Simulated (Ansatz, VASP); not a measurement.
SiC in VASP and in Ansatz

```
CELL_PARAMETERS angstrom
0.00000 2.06074 2.47289
2.06074 0.00000 2.47289
2.06074 2.06074 0.00000
ATOMIC_POSITIONS crystal
Si 0.00000 0.00000 0.00000
C 0.75000 0.75000 0.75000
```

Alike in both runs: task single point; functional PBE; k mesh 12 × 12 × 12; occupations gaussian, width 0.05 eV; no spin polarisation.

```csv
,VASP,Ansatz
version,VASP 6.6.1,Ansatz 0.2.0
potentials or method,"VASP PAW PBE potentials, release 64 (Si, C), cutoff 520 eV","scalar-relativistic, plane waves, PAW"
valence electrons in the cell,8,8
```

VASP gave:

| Property | Result |
| --- | --- |
| gap on the k mesh at the Fermi level (eV) | 0.31 |
| least direct gap on the mesh (eV) | 3.03 |
| pressure (GPa) | -1.6 |
| traceless stress, the component that is largest in VASP (GPa) | -43.38 |

**Question.** Estimate Ansatz's values.

**Answer.** gap on the k mesh at the Fermi level (eV): 0.31; least direct gap on the mesh (eV): 3.03; pressure (GPa): -1.6; traceless stress, the component that is largest in VASP (GPa): -43.30.
